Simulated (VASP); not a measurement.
# BeAl3 (I4/mmm) in VASP: notebook

BeAl3 is run at these levels: PBE; tasks: single point.

Program: VASP 6.6.1. These are calculated values, not measurements. Logs are shortened: lines on timing, memory, paths and dates and some standing lists are left out, and cuts for length are marked.

## 1. The cell of the first run

Symmetry: I4/mmm, No. 139, tetragonal system. Conventional cell: a = 3.884 Å, b = 3.884 Å, c = 7.704 Å, α = 90.00°, β = 90.00°, γ = 90.00°. Within 3.6 Å of Al (site symmetry 4/mmm) lie 8 Al at 2.74 Å and 4 Be at 2.75 Å. Within 3.6 Å of Al (site symmetry -4m2) lie 8 Al at 2.74 to 2.75 Å and 4 Be at 2.74 Å. Be (site symmetry 4/mmm) has 12 Al at 2.74 to 2.75 Å within 3.6 Å.

## 2. Single point, PBE

Input file INCAR:

```
SYSTEM = BeAl3
PREC     = Accurate       ! precision mode
ENCUT    = 520            ! plane-wave cutoff, eV
EDIFF    = 1E-6           ! SCF threshold, eV
ISMEAR   = 1              ! smearing method
SIGMA    = 0.05           ! smearing width, eV
LREAL    = .False.        ! projectors in reciprocal space
LASPH    = .True.         ! aspherical terms in the spheres
NELM     = 80             ! most SCF steps
ALGO     = Normal         ! electronic algorithm
ISIF     = 2              ! what is computed and relaxed
LWAVE    = .False.        ! write WAVECAR
LCHARG   = .False.        ! write CHGCAR
GGA      = PE             ! functional
NBANDS   = 14             ! bands
```

Input file KPOINTS:

```
regular mesh
0
Gamma
  8 8 8
  0 0 0
```

Input file POSCAR:

```
BeAl3
1.0
   -1.9421910000      1.9421910000      3.8518930000
    1.9421910000     -1.9421910000      3.8518930000
    1.9421910000      1.9421910000     -3.8518930000
Al Be
3 1
Direct
    0.5000000000      0.5000000000      0.0000000000
    0.2500000000      0.7500000000      0.5000000000
    0.7500000000      0.2500000000      0.5000000000
    0.0000000000      0.0000000000      0.0000000000
```

Potentials or basis: VASP PAW PBE potentials, release 64 (Al, Be).

Started as:

```bash
$ cat potpaw_PBE.64/Al/POTCAR potpaw_PBE.64/Be/POTCAR > POTCAR
$ mpirun -np 1 vasp_std > vasp.out
```

OUTCAR:

```text
SYSTEM = BeAl3
   PREC = Accurate
   ENCUT = 520
   EDIFF = 1E-6
   ISMEAR = 1
   LREAL = .False.
   LASPH = .True.
   NELM = 80
   ISIF = 2
   GGA = PE

 ion  position               nearest neighbor table
   1  0.500  0.500  0.000-   2 2.74   3 2.74   2 2.74   3 2.74   2 2.74   3 2.74   2 2.74   3 2.74
                             4 2.75   4 2.75   4 2.75   4 2.75
   2  0.250  0.750  0.500-   4 2.74   1 2.74   1 2.74   4 2.74   1 2.74   4 2.74   4 2.74   1 2.74
                             3 2.75   3 2.75   3 2.75   3 2.75
   3  0.750  0.250  0.500-   1 2.74   4 2.74   1 2.74   4 2.74   1 2.74   4 2.74   1 2.74   4 2.74
                             2 2.75   2 2.75   2 2.75   2 2.75
   4  0.000  0.000  0.000-   3 2.74   2 2.74   2 2.74   3 2.74   2 2.74   3 2.74   3 2.74   2 2.74
                             1 2.75   1 2.75   1 2.75   1 2.75

  LATTYP: Found a body centered tetragonal cell.
 ALAT       =     3.8843820000
 C/A-ratio  =     1.9832719851

  Lattice vectors:

 A1 = (  -1.9421910000,   1.9421910000,   3.8518930000)
 A2 = (   1.9421910000,  -1.9421910000,   3.8518930000)
 A3 = (   1.9421910000,   1.9421910000,  -3.8518930000)

Analysis of symmetry for initial positions (statically):
=====================================================================
 Subroutine PRICEL returns:
 Original cell was already a primitive cell.

 Routine SETGRP: Setting up the symmetry group for a
 body centered tetragonal supercell.

 Subroutine GETGRP returns: Found 16 space group operations
 (whereof 16 operations were pure point group operations)
 out of a pool of 16 trial point group operations.

The static configuration has the point symmetry D_4h.

Analysis of symmetry for dynamics (positions and initial velocities):
=====================================================================
 Subroutine PRICEL returns:
 Original cell was already a primitive cell.

 Routine SETGRP: Setting up the symmetry group for a
 body centered tetragonal supercell.

 Subroutine GETGRP returns: Found 16 space group operations
 (whereof 16 operations were pure point group operations)
 out of a pool of 16 trial point group operations.

The dynamic configuration has the point symmetry D_4h.

 Subroutine INISYM returns: Found 16 space group operations
 (whereof 16 operations are pure point group operations),
 and found     1 'primitive' translations

----------------------------------------------------------------------------------------

                                     Primitive cell

  volume of cell :      58.1190

  direct lattice vectors                    reciprocal lattice vectors
    -1.942191000  1.942191000  3.851893000     0.000000000  0.257441209  0.129806306
     1.942191000 -1.942191000  3.851893000     0.257441209  0.000000000  0.129806306
     1.942191000  1.942191000 -3.851893000     0.257441209  0.257441209  0.000000000

  length of vectors
     4.730886962  4.730886962  4.730886962     0.288315198  0.288315198  0.364076850

  position of ions in fractional coordinates (direct lattice)
     0.500000000  0.500000000  0.000000000
     0.250000000  0.750000000  0.500000000
     0.750000000  0.250000000  0.500000000
     0.000000000  0.000000000  0.000000000

  ion indices of the primitive-cell ions
   primitive index   ion index
                 1           1
                 2           2
                 3           3
                 4           4

----------------------------------------------------------------------------------------

 KPOINTS: regular mesh

Automatic generation of k-mesh.
 Grid dimensions read from file:
 generate k-points for:    8    8    8

 Generating k-lattice:

  Cartesian coordinates                     Fractional coordinates (reciprocal lattice)
     0.000000000  0.032180151  0.016225788     0.125000000 -0.000000000  0.000000000
     0.032180151  0.000000000  0.016225788    -0.000000000  0.125000000  0.000000000
     0.032180151  0.032180151  0.000000000     0.000000000  0.000000000  0.125000000

  Length of vectors
     0.036039400  0.036039400  0.045509606

  Shift w.r.t. Gamma in fractional coordinates (k-lattice)
     0.000000000  0.000000000  0.000000000

 Subroutine IBZKPT returns following result:
 ===========================================

 Found     59 irreducible k-points:

 Following reciprocal coordinates:
            Coordinates               Weight
  0.000000  0.000000  0.000000      1.000000
  0.125000 -0.000000  0.000000      8.000000
  0.250000 -0.000000  0.000000      8.000000
  0.375000 -0.000000  0.000000      8.000000
  0.500000 -0.000000  0.000000      4.000000
  0.125000  0.125000  0.000000      8.000000
[... 16 lines left out ...]
  0.250000  0.125000  0.125000     16.000000
  0.375000  0.125000  0.125000      8.000000
 [... further k-points ...]
   k-points           NKPTS =     59   k-points in BZ     NKDIM =     59   number of bands    NBANDS=     14
   number of dos      NEDOS =    301   number of ions     NIONS =      4
   total plane-waves  NPLWV =  46656
   dimension x,y,z NGX =    36 NGY =   36 NGZ =   36
   dimension x,y,z NGXF=    72 NGYF=   72 NGZF=   72
   ions per type =               3   1
   NGX,Y,Z   is equivalent  to a cutoff of  12.65, 12.65, 12.65 a.u.
   NGXF,Y,Z  is equivalent  to a cutoff of  25.30, 25.30, 25.30 a.u.
 SYSTEM =  BeAl3
   PREC   = accura    normal or accurate (medium, high low for compatibility)
   ISTART =      0    job   : 0-new  1-cont  2-samecut
   ICHARG =      2    charge: 1-file 2-atom 10-const
   ISPIN  =      1    spin polarized calculation?
   LNONCOLLINEAR =      F non collinear calculations
   LSORBIT =      F    spin-orbit coupling
   LASPH  =      T    aspherical Exc in radial PAW
   ENCUT  =  520.0 eV  38.22 Ry    6.18 a.u.   8.80  8.80  8.80*2*pi/ulx,y,z
   NELM   =     80;   NELMIN=  2; NELMDL= -5     # of ELM steps
   EDIFF  = 0.1E-05   stopping-criterion for ELM
   LREAL  =      F    real-space projection
   EDIFFG = 0.1E-04   stopping-criterion for IOM
   NSW    =      0    number of steps for IOM
   IBRION =     -1    ionic relax: 0-MD 1-quasi-New 2-CG
   NFREE  =      0    steps in history (QN), initial steepest desc. (CG)
   ISIF   =      2    stress and relaxation
   ISYM   =      2    0-nonsym 1-usesym 2-fastsym
   POTIM  = 0.5000    time-step for ionic-motion
   TEBEG  =    0.0;   TEEND  =   0.0 temperature during run
   PSTRESS=    0.0 pullay stress
   NELECT =      11.0000    total number of electrons
   NUPDOWN=      -1.0000    fix difference up-down
   EMIN   =  10.00;   EMAX   =-10.00  energy-range for DOS
   EFERMI =   0.00;   METHOD = LEGACY
   ISMEAR =     1;   SIGMA  =   0.05  broadening in eV -4-tet -1-fermi 0-gaus
   EFERMI_NEDOS =   21; number of points for ismear=-14 and -15
   IALGO  =     38    algorithm
   IMIX   =      4    mixing-type and parameters
     AMIX     =   0.40;   BMIX     =  1.00
     AMIX_MAG =   1.60;   BMIX_MAG =  1.00
  volume/ion in A,a.u.               =      14.53        98.05
  Fermi-wavevector in a.u.,A,eV,Ry     =   0.939939  1.776227 12.020549  0.883485
  Thomas-Fermi vector in A             =   2.067301
   LORBIT       =      0    0 simple, 1 ext, 2 COOP (PROOUT), +10 PAW based schemes
   GGA     = PE    functional components
   LHFCALC =     F    Hartree Fock is set to
   AEXX    =    0.0000 exact exchange contribution
   IVDW    =     0    specifies the selected vdW correction
   LEPSILON=     F    determine dielectric tensor
   LRPA    =     F    only Hartree local field effects (RPA)
 non-spin polarized calculation
 Methfessel and Paxton  Order N= 1 SIGMA  =   0.05
  energy-cutoff  :      520.00
  volume of cell :       58.12
 maximum number of plane-waves:      1575
   NGX = 17   NGY = 17   NGZ = 17

 number of electron      11.0000000 magnetization

 Free energy of the ion-electron system (eV)
  ---------------------------------------------------
  ext. energy  EPLUGINS =         0.00000000
  ---------------------------------------------------
  free energy    TOTEN  =       -14.38409401 eV

  energy without entropy =      -14.38377481  energy(sigma->0) =      -14.38398761

 E-fermi :   7.7015     XC(G=0): -10.2209

 val. band max:        7.6691666883   @ k =  -0.3750   0.3750   0.0000
 cond. band min:       7.7091323960   @ k =  -0.2500   0.3750   0.1250
 fundamental gap:      0.0399657077
 Fermi energy:         7.7014674273

 k-point     1 :       0.0000    0.0000    0.0000
  band No.  band energies     occupation
      1      -3.3981      2.00000
      2       5.1360      2.00000
      3       7.1596      2.00000
      4       7.2714      2.00000
      5       7.2714      2.00000
      6       7.3505      2.00000
      7       7.3505      2.00000
      8       7.9920     -0.00000
      9       8.8679      0.00000
     10      10.0221      0.00000
     11      10.5636      0.00000
     12      13.9074      0.00000
     13      13.9074      0.00000
     14      14.1658      0.00000

 k-point     2 :       0.1250   -0.0000    0.0000
  band No.  band energies     occupation
      1      -3.2132      2.00000
      2       4.7694      2.00000
      3       5.3873      2.00000
      4       6.4759      2.00000
      5       6.9126      2.00000
      6       7.8518     -0.00018
      7       8.0609     -0.00000
      8       8.7499      0.00000
      9       9.6622      0.00000
     10      11.0052      0.00000
     11      11.6985      0.00000
     12      11.9723      0.00000
     13      13.3376      0.00000
     14      16.3729      0.00000
[... 343 lines left out ...]
      1      -1.1655      2.00000
      2       1.7685      2.00000
      3       3.9324      2.00000
      4       4.6108      2.00000
      5       5.3642      2.00000
      6       5.9581      2.00000
      7       7.5706      2.00135
      8      11.2711      0.00000
      9      12.0053      0.00000
     10      13.2850      0.00000
     11      14.6919      0.00000
     12      15.3547      0.00000
     13      16.1161      0.00000
     14      16.4897      0.00000

 k-point    24 :       0.3750    0.1250    0.1250
  band No.  band energies     occupation
      1      -0.1176      2.00000
      2       0.3787      2.00000
      3       4.3451      2.00000
      4       4.4229      2.00000
      5       4.9459      2.00000
      6       5.4904      2.00000
      7       9.2398      0.00000
      8       9.4123      0.00000
      9      13.2941      0.00000
     10      13.9111      0.00000
     11      14.2925      0.00000
     12      14.5650      0.00000
     13      17.1685      0.00000
     14      17.2849      0.00000

 [... further k-points ...]
[... 5 lines left out ...]
  --------------------------------------------------------------------------------------
  -------------------------------------------------------------------------------------
  Total        0.2819356      0.2819356      0.2763319      0.0000000     -0.0000000      0.0000000
  in kB        7.7721734      7.7721734      7.6176938      0.0000000     -0.0000000      0.0000000
  external PRESSURE =       7.7206802 kB  Pullay stress =       0.0000000 kB

 VOLUME and BASIS-vectors are now :
 -----------------------------------------------------------------------------
  energy-cutoff  :      520.00
  volume of cell :       58.12
      direct lattice vectors                 reciprocal lattice vectors
    -1.942191000  1.942191000  3.851893000     0.000000000  0.257441209  0.129806306
     1.942191000 -1.942191000  3.851893000     0.257441209  0.000000000  0.129806306
     1.942191000  1.942191000 -3.851893000     0.257441209  0.257441209  0.000000000

 POSITION                                       TOTAL-FORCE (eV/Angst)
 -----------------------------------------------------------------------------------
      0.00000      0.00000      3.85189         0.000000      0.000000     -0.000000
      1.94219      0.00000      1.92595        -0.000000      0.000000      0.000000
      0.00000      1.94219      1.92595        -0.000000     -0.000000     -0.000000
      0.00000      0.00000      0.00000         0.000000      0.000000     -0.000000
 -----------------------------------------------------------------------------------
    total drift:                               -0.000000     -0.000000     -0.000000

  FREE ENERGIE OF THE ION-ELECTRON SYSTEM (eV)
  ---------------------------------------------------
  free  energy   TOTEN  =       -14.3840940108 eV

  energy  without entropy=      -14.3837748128  energy(sigma->0) =      -14.38398761
```

Run time: 19 s. Hardware: 1 thread of Intel Xeon Platinum 8559C (Emerald Rapids), shared host; peak memory 0.21 GiB.

Results:

* Free energy: -14.3841 eV
* Pressure: 0.8 GPa
* Band gap on the k mesh: zero (an odd number of electrons rules out a gap without spin polarisation)

Levels at points of the mesh, in eV from the Fermi level:
| k point | band 1 | band 2 | band 3 | band 4 | band 5 | band 6 | band 7 | band 8 | band 9 | band 10 |
| --- | --- | --- | --- | --- | --- | --- | --- | --- | --- | --- |
| (0.00, 0.00, 0.00) | -11.10 | -2.57 | -0.54 | -0.43 | -0.43 | -0.35 | -0.35 | 0.29 | 1.17 | 2.32 |
| (0.50, 0.00, 0.00) | -8.42 | -7.88 | -3.56 | -3.38 | 0.01 | 0.28 | 1.73 | 2.54 | 4.22 | 5.34 |
| (0.50, 0.50, 0.00) | -6.54 | -6.36 | -4.61 | -4.30 | -3.93 | -3.14 | 1.62 | 2.32 | 3.61 | 4.29 |
| (0.50, 0.50, 0.50) | -9.05 | -8.33 | -2.68 | -2.68 | -0.72 | -0.72 | 5.75 | 6.19 | 6.19 | 6.45 |

## 3. Single point, PBE

Input file INCAR:

```
SYSTEM = BeAl3
PREC = Accurate ; ENCUT = 520
EDIFF = 1E-6 ; ISMEAR = 1
SIGMA = 0.025 ; LREAL = .FALSE.
LASPH = .TRUE. ; NELM = 80
ALGO = Normal ; ISIF = 2
LWAVE = .FALSE. ; LCHARG = .FALSE.
GGA = PE ; NBANDS = 14
```

Input file KPOINTS:

```
regular mesh
0
G
  8 8 8
  0 0 0
```

POSCAR is that of step 2.

Potentials or basis: VASP PAW PBE potentials, release 64 (Al, Be).

Started as:

```bash
$ cat potpaw_PBE.64/Al/POTCAR potpaw_PBE.64/Be/POTCAR > POTCAR
$ mpirun -np 1 vasp_std > vasp.out
```

It took 23 s on 1 thread of Intel Xeon Platinum 8559C (Emerald Rapids), shared host; peak memory 0.21 GiB.

The run converged. Its results:

```yaml
Free_energy: -14.3839 eV
Pressure: 0.8 GPa
Band_gap_on_the_k_mesh: zero (an odd number of electrons rules out a gap without spin polarisation)
```

Stress tensor (GPa, compression positive):
```
0.74 0.00 0.00
0.00 0.74 0.00
0.00 0.00 0.87
```

Levels at points of the mesh, in eV from the Fermi level:
```csv
k point,band 1,band 2,band 3,band 4,band 5,band 6,band 7,band 8,band 9,band 10
"(0.00, 0.00, 0.00)",-11.10,-2.57,-0.54,-0.43,-0.43,-0.35,-0.35,0.29,1.16,2.32
"(0.50, 0.00, 0.00)",-8.42,-7.88,-3.56,-3.38,0.01,0.28,1.72,2.53,4.21,5.34
"(0.50, 0.50, 0.00)",-6.55,-6.37,-4.62,-4.30,-3.93,-3.15,1.61,2.32,3.61,4.29
"(0.50, 0.50, 0.50)",-9.05,-8.33,-2.69,-2.69,-0.72,-0.72,5.74,6.19,6.19,6.45
```

The gap in the log of VASP goes by the Fermi energy; the results here count the filled bands.